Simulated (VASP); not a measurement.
Input of a VASP 6.6.1 run:

The input INCAR:

```
SYSTEM = Al
  ALGO = Normal
  EDIFF = 1E-6
  ENCUT = 520
  GGA = PE
  ISIF = 2
  ISMEAR = -1
  LASPH = .TRUE.
  LCHARG = .FALSE.
  LREAL = .FALSE.
  LWAVE = .FALSE.
  NBANDS = 8
  NELM = 60
  PREC = Accurate
  SIGMA = 0.08
```

KPOINTS

```
k-points
0
G
  16 16 16
  0 0 0
```

File POSCAR:

```
Al
1.0
    2.5686227154      0.0000000000      0.0000000000
    0.0000000000      2.5686227154      0.0000000000
    0.0000000000      0.0000000000      2.5686227154
Al
1
Direct
    0.0000000000      0.0000000000      0.0000000000
```

Potentials or basis: VASP PAW PBE potentials, release 64 (Al).

Launch:

```sh
$ cat potpaw_PBE.64/Al/POTCAR > POTCAR
$ mpirun -np 1 vasp_std > vasp.out
```

Problem. Estimate the pressure.

Solution. 14.4 GPa.
